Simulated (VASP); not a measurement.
# C (Fd-3m) in VASP: further runs

Runs on C. Level: PBE. Tasks: single point.

Everything below comes from runs of VASP 6.6.1. Logs are shortened: lines on timing, memory, paths and dates and some standing lists are left out, and cuts for length are marked.

## 1. The cell of the first run

It takes space group Fd-3m (No. 227, cubic). The conventional cell has a = 3.555 Å, b = 3.555 Å, c = 3.555 Å, α = 90.00°, β = 90.00°, γ = 90.00°. Within 2.1 Å of C (site symmetry -43m) lie 4 C at 1.54 Å.

## 2. Single point, PBE (strained)

Input file INCAR:

```
SYSTEM = C
  ALGO = Normal
  EDIFF = 1E-6
  ENCUT = 600
  GGA = PE
  GGA_COMPAT = .FALSE.
  ISIF = 2
  ISMEAR = 0
  LASPH = .TRUE.
  LCHARG = .FALSE.
  LREAL = .FALSE.
  LWAVE = .FALSE.
  NBANDS = 11
  NELM = 120
  PREC = Accurate
  SIGMA = 0.02
```

Input file KPOINTS:

```
k-points
0
G
  12 12 12
  0 0 0
```

Input file POSCAR:

```
C
1.0
    0.0000000000      1.7773721080      1.7773721080
    1.7773721080      0.0000000000      1.7773721080
    1.7773721080      1.7773721080      0.0000000000
C
2
Direct
    0.5000000000      0.5000000000      0.5000000000
    0.7500000000      0.7500000000      0.7500000000
```

Potentials or basis: VASP PAW PBE potentials, release 64 (C).

The run is started by

```console
cat potpaw_PBE.64/C/POTCAR > POTCAR
mpirun -np 1 vasp_std > vasp.out
```

OUTCAR:

```text
SYSTEM = C
   EDIFF = 1E-6
   ENCUT = 600
   GGA = PE
   ISIF = 2
   ISMEAR = 0
   LASPH = .TRUE.
   LREAL = .FALSE.
   NELM = 120
   PREC = Accurate

 ion  position               nearest neighbor table
   1  0.500  0.500  0.500-   2 1.54   2 1.54   2 1.54   2 1.54
   2  0.750  0.750  0.750-   1 1.54   1 1.54   1 1.54   1 1.54

  LATTYP: Found a face centered cubic cell.
 ALAT       =     3.5547442160

  Lattice vectors:

 A1 = (   0.0000000000,   1.7773721080,   1.7773721080)
 A2 = (   1.7773721080,   0.0000000000,   1.7773721080)
 A3 = (   1.7773721080,   1.7773721080,   0.0000000000)

Analysis of symmetry for initial positions (statically):
=====================================================================
 Subroutine PRICEL returns:
 Original cell was already a primitive cell.

 Routine SETGRP: Setting up the symmetry group for a
 face centered cubic supercell.

 Subroutine GETGRP returns: Found 48 space group operations
 (whereof 24 operations were pure point group operations)
 out of a pool of 48 trial point group operations.

The static configuration has the point symmetry T_d .
 The point group associated with its full space group is O_h .

Analysis of symmetry for dynamics (positions and initial velocities):
=====================================================================
 Subroutine PRICEL returns:
 Original cell was already a primitive cell.

 Routine SETGRP: Setting up the symmetry group for a
 face centered cubic supercell.

 Subroutine GETGRP returns: Found 48 space group operations
 (whereof 24 operations were pure point group operations)
 out of a pool of 48 trial point group operations.

The dynamic configuration has the point symmetry T_d .
 The point group associated with its full space group is O_h .

 Subroutine INISYM returns: Found 48 space group operations
 (whereof 24 operations are pure point group operations),
 and found     1 'primitive' translations

----------------------------------------------------------------------------------------

                                     Primitive cell

  volume of cell :      11.2296

  direct lattice vectors                    reciprocal lattice vectors
     0.000000000  1.777372108  1.777372108    -0.281314193  0.281314193  0.281314193
     1.777372108  0.000000000  1.777372108     0.281314193 -0.281314193  0.281314193
     1.777372108  1.777372108  0.000000000     0.281314193  0.281314193 -0.281314193

  length of vectors
     2.513583741  2.513583741  2.513583741     0.487250475  0.487250475  0.487250475

  position of ions in fractional coordinates (direct lattice)
     0.500000000  0.500000000  0.500000000
     0.750000000  0.750000000  0.750000000

  ion indices of the primitive-cell ions
   primitive index   ion index
                 1           1
                 2           2

----------------------------------------------------------------------------------------

 KPOINTS: k-points

Automatic generation of k-mesh.
 Grid dimensions read from file:
 generate k-points for:   12   12   12

 Generating k-lattice:

  Cartesian coordinates                     Fractional coordinates (reciprocal lattice)
    -0.023442849  0.023442849  0.023442849     0.083333333  0.000000000  0.000000000
     0.023442849 -0.023442849  0.023442849     0.000000000  0.083333333  0.000000000
     0.023442849  0.023442849 -0.023442849     0.000000000  0.000000000  0.083333333

  Length of vectors
     0.040604206  0.040604206  0.040604206

  Shift w.r.t. Gamma in fractional coordinates (k-lattice)
     0.000000000  0.000000000  0.000000000

 Subroutine IBZKPT returns following result:
 ===========================================

 Found     72 irreducible k-points:

 Following reciprocal coordinates:
            Coordinates               Weight
  0.000000  0.000000  0.000000      1.000000
  0.083333  0.000000  0.000000      8.000000
  0.166667  0.000000  0.000000      8.000000
  0.250000  0.000000  0.000000      8.000000
  0.333333  0.000000  0.000000      8.000000
  0.416667  0.000000  0.000000      8.000000
[... 16 lines left out ...]
  0.500000  0.166667  0.000000     24.000000
 -0.416667  0.166667  0.000000     24.000000
 [... further k-points ...]
   k-points           NKPTS =     72   k-points in BZ     NKDIM =     72   number of bands    NBANDS=     11
   number of dos      NEDOS =    301   number of ions     NIONS =      2
   total plane-waves  NPLWV =   8000
   dimension x,y,z NGX =    20 NGY =   20 NGZ =   20
   dimension x,y,z NGXF=    40 NGYF=   40 NGZF=   40
   ions per type =               2
   NGX,Y,Z   is equivalent  to a cutoff of  13.23, 13.23, 13.23 a.u.
   NGXF,Y,Z  is equivalent  to a cutoff of  26.46, 26.46, 26.46 a.u.
 SYSTEM =  C
   PREC   = accura    normal or accurate (medium, high low for compatibility)
   ISTART =      0    job   : 0-new  1-cont  2-samecut
   ICHARG =      2    charge: 1-file 2-atom 10-const
   ISPIN  =      1    spin polarized calculation?
   LNONCOLLINEAR =      F non collinear calculations
   LSORBIT =      F    spin-orbit coupling
   LASPH  =      T    aspherical Exc in radial PAW
   ENCUT  =  600.0 eV  44.10 Ry    6.64 a.u.   5.02  5.02  5.02*2*pi/ulx,y,z
   NELM   =    120;   NELMIN=  2; NELMDL= -5     # of ELM steps
   EDIFF  = 0.1E-05   stopping-criterion for ELM
   LREAL  =      F    real-space projection
   EDIFFG = 0.1E-04   stopping-criterion for IOM
   NSW    =      0    number of steps for IOM
   IBRION =     -1    ionic relax: 0-MD 1-quasi-New 2-CG
   NFREE  =      0    steps in history (QN), initial steepest desc. (CG)
   ISIF   =      2    stress and relaxation
   ISYM   =      2    0-nonsym 1-usesym 2-fastsym
   POTIM  = 0.5000    time-step for ionic-motion
   TEBEG  =    0.0;   TEEND  =   0.0 temperature during run
   PSTRESS=    0.0 pullay stress
   NELECT =       8.0000    total number of electrons
   NUPDOWN=      -1.0000    fix difference up-down
   EMIN   =  10.00;   EMAX   =-10.00  energy-range for DOS
   EFERMI =   0.00;   METHOD = LEGACY
   ISMEAR =     0;   SIGMA  =   0.02  broadening in eV -4-tet -1-fermi 0-gaus
   EFERMI_NEDOS =   21; number of points for ismear=-14 and -15
   IALGO  =     38    algorithm
   IMIX   =      4    mixing-type and parameters
     AMIX     =   0.40;   BMIX     =  1.00
     AMIX_MAG =   1.60;   BMIX_MAG =  1.00
  volume/ion in A,a.u.               =       5.61        37.89
  Fermi-wavevector in a.u.,A,eV,Ry     =   1.462120  2.763007 29.086481  2.137796
  Thomas-Fermi vector in A             =   2.578371
   LORBIT       =      0    0 simple, 1 ext, 2 COOP (PROOUT), +10 PAW based schemes
   GGA     = PE    functional components
   LHFCALC =     F    Hartree Fock is set to
   AEXX    =    0.0000 exact exchange contribution
   IVDW    =     0    specifies the selected vdW correction
   LEPSILON=     F    determine dielectric tensor
   LRPA    =     F    only Hartree local field effects (RPA)
 non-spin polarized calculation
 Gauss-broadening in eV      SIGMA  =   0.02
  energy-cutoff  :      600.00
  volume of cell :       11.23
 maximum number of plane-waves:       388
   NGX =  9   NGY =  9   NGZ =  9

 number of electron       7.9999999 magnetization

 Free energy of the ion-electron system (eV)
  ---------------------------------------------------
  ext. energy  EPLUGINS =         0.00000000
  ---------------------------------------------------
  free energy    TOTEN  =       -18.18669284 eV

  energy without entropy =      -18.18669284  energy(sigma->0) =      -18.18669284

 E-fermi :   9.9634     XC(G=0): -13.3015

 val. band max:        9.8752652727   @ k =   0.0000   0.0000   0.0000
 cond. band min:      14.0517765828   @ k =   0.3333   0.3333   0.0000
 fundamental gap:      4.1765113101
 Fermi energy:         9.9633904193

 k-point     1 :       0.0000    0.0000    0.0000
  band No.  band energies     occupation
      1     -11.7375      2.00000
      2       9.8753      2.00000
      3       9.8753      2.00000
      4       9.8753      2.00000
      5      15.4934      0.00000
      6      15.4934      0.00000
      7      15.4934      0.00000
      8      23.4390      0.00000
      9      29.3001      0.00000
     10      36.5227      0.00000
     11      36.5227      0.00000

 k-point     2 :       0.0833    0.0000    0.0000
  band No.  band energies     occupation
      1     -11.5441      2.00000
      2       8.6391      2.00000
      3       9.5490      2.00000
      4       9.5490      2.00000
      5      15.9209      0.00000
      6      15.9209      0.00000
      7      16.2200      0.00000
      8      23.5960      0.00000
      9      29.6211      0.00000
     10      34.3787      0.00000
     11      34.3787      0.00000

 k-point     3 :       0.1667    0.0000    0.0000
  band No.  band energies     occupation
      1     -10.9654      2.00000
      2       6.0907      2.00000
      3       8.8413      2.00000
      4       8.8413      2.00000
      5      16.8488      0.00000
      6      16.8488      0.00000
      7      17.3347      0.00000
      8      24.0468      0.00000
      9      30.2916      0.00000
     10      32.7711      0.00000
     11      32.7711      0.00000

 k-point     4 :       0.2500    0.0000    0.0000
  band No.  band energies     occupation
      1     -10.0105      2.00000
      2       3.2357      2.00000
      3       8.1122      2.00000
      4       8.1122      2.00000
      5      17.7117      0.00000
      6      17.7117      0.00000
      7      18.1147      0.00000
      8      24.6766      0.00000
      9      30.7210      0.00000
     10      32.3552      0.00000
     11      32.3552      0.00000
[... 239 lines left out ...]
 k-point    22 :       0.4167    0.1667    0.0000
  band No.  band energies     occupation
      1      -7.5350      2.00000
      2       0.0325      2.00000
      3       5.5749      2.00000
      4       5.7817      2.00000
      5      16.5904      0.00000
      6      20.9422      0.00000
      7      21.1094      0.00000
      8      22.6461      0.00000
      9      31.0770      0.00000
     10      32.5087      0.00000
     11      37.4209      0.00000

 k-point    23 :       0.5000    0.1667    0.0000
  band No.  band energies     occupation
      1      -5.9362      2.00000
      2      -2.2291      2.00000
      3       4.8504      2.00000
      4       5.8702      2.00000
      5      17.0128      0.00000
      6      20.6657      0.00000
      7      21.2336      0.00000
      8      24.2619      0.00000
      9      30.1355      0.00000
     10      33.8785      0.00000
     11      36.6067      0.00000

 k-point    24 :      -0.4167    0.1667    0.0000
  band No.  band energies     occupation
      1      -5.4985      2.00000
      2      -2.7535      2.00000
      3       4.3588      2.00000
      4       6.2528      2.00000
      5      17.4546      0.00000
      6      20.1706      0.00000
      7      21.2110      0.00000
      8      25.4353      0.00000
      9      29.4359      0.00000
     10      34.1743      0.00000
     11      34.6328      0.00000

 [... further k-points ...]
[... 5 lines left out ...]
  --------------------------------------------------------------------------------------
  -------------------------------------------------------------------------------------
  Total        0.4435339      0.4435339      0.4435339      0.0000000     -0.0000000     -0.0000000
  in kB       63.2808549     63.2808549     63.2808549      0.0000000     -0.0000000     -0.0000000
  external PRESSURE =      63.2808549 kB  Pullay stress =       0.0000000 kB

 VOLUME and BASIS-vectors are now :
 -----------------------------------------------------------------------------
  energy-cutoff  :      600.00
  volume of cell :       11.23
      direct lattice vectors                 reciprocal lattice vectors
     0.000000000  1.777372108  1.777372108    -0.281314193  0.281314193  0.281314193
     1.777372108  0.000000000  1.777372108     0.281314193 -0.281314193  0.281314193
     1.777372108  1.777372108  0.000000000     0.281314193  0.281314193 -0.281314193

 POSITION                                       TOTAL-FORCE (eV/Angst)
 -----------------------------------------------------------------------------------
      1.77737      1.77737      1.77737        -0.000000      0.000000     -0.000000
      2.66606      2.66606      2.66606         0.000000     -0.000000      0.000000
 -----------------------------------------------------------------------------------
    total drift:                                0.000000     -0.000000      0.000000

  FREE ENERGIE OF THE ION-ELECTRON SYSTEM (eV)
  ---------------------------------------------------
  free  energy   TOTEN  =       -18.1866928365 eV

  energy  without entropy=      -18.1866928365  energy(sigma->0) =      -18.18669284
```

Wall time 6.1 s (1 thread of Intel Xeon Platinum 8375C at 2.90GHz (Ice Lake), shared host); peak memory 0.12 GiB.

Results:

```
Free energy            : -18.1867 eV
Pressure               : 6.3 GPa
Band gap on the k mesh : 4.18 eV, indirect (least direct gap 5.62 eV)
```

Levels at points of the mesh, in eV from the valence-band top:
```csv
k point,band 1,band 2,band 3,band 4,band 5,band 6,band 7,band 8
"(0.00, 0.00, 0.00)",-21.61,0.00,0.00,0.00,5.62,5.62,5.62,13.56
"(0.50, 0.00, 0.00)",-15.78,-13.49,-2.83,-2.83,8.50,8.50,8.99,15.79
"(0.50, 0.50, 0.00)",-12.84,-12.84,-6.36,-6.36,4.78,4.78,16.96,16.96
```

Caveat: the cell differs from its parent crystal (strained). A k mesh can miss the band edges.

## 3. Single point, PBE (strained)

Input file INCAR:

```
SYSTEM = C
PREC     = Accurate       ! precision mode
ENCUT    = 600            ! plane-wave cutoff, eV
EDIFF    = 1E-6           ! SCF threshold, eV
ISMEAR   = 0              ! smearing method
SIGMA    = 0.02           ! smearing width, eV
LREAL    = .False.        ! projectors in reciprocal space
LASPH    = .True.         ! aspherical terms in the spheres
NELM     = 120            ! most SCF steps
ALGO     = Normal         ! electronic algorithm
ISIF     = 2              ! what is computed and relaxed
LWAVE    = .False.        ! write WAVECAR
LCHARG   = .True.         ! write CHGCAR
GGA      = PE             ! functional
LELF     = .True.         ! ELF
LVHAR    = .True.       
NBANDS   = 11             ! bands
GGA_COMPAT= .False.
```

Input file KPOINTS:

```
regular mesh
0
Gamma
  12 12 12
  0 0 0
```

Input file POSCAR:

```
C
1.0
    0.0000000000      1.8320333180      1.8320333180
    1.8320333180      0.0000000000      1.8320333180
    1.8320333180      1.8320333180      0.0000000000
C
2
Direct
    0.5000000000      0.5000000000      0.5000000000
    0.7500000000      0.7500000000      0.7500000000
```

Potentials or basis: VASP PAW PBE potentials, release 64 (C).

The run is started by

```console
cat potpaw_PBE.64/C/POTCAR > POTCAR
mpirun -np 1 vasp_std > vasp.out
```

Wall time 7.1 s (1 thread of Intel Xeon Platinum 8375C at 2.90GHz (Ice Lake), shared host); peak memory 0.13 GiB.

The run converged. Its results:

```yaml
Free_energy: -18.1068 eV
Pressure: -28.9 GPa
Band_gap_on_the_k_mesh: 3.97 eV, indirect (least direct gap 5.37 eV)
```

Levels at points of the mesh, in eV from the valence-band top:
| k point | band 1 | band 2 | band 3 | band 4 | band 5 | band 6 | band 7 | band 8 | band 9 |
| --- | --- | --- | --- | --- | --- | --- | --- | --- | --- |
| (0.00, 0.00, 0.00) | -20.42 | 0.00 | 0.00 | 0.00 | 5.37 | 5.37 | 5.37 | 11.53 | 18.30 |
| (0.50, 0.00, 0.00) | -15.09 | -12.51 | -2.60 | -2.60 | 7.78 | 8.12 | 8.12 | 14.93 | 20.77 |
| (0.50, 0.50, 0.00) | -12.21 | -12.21 | -5.82 | -5.82 | 4.59 | 4.59 | 15.61 | 15.61 | 21.78 |

Caveat: the cell differs from its parent crystal (strained). A k mesh can miss the band edges.
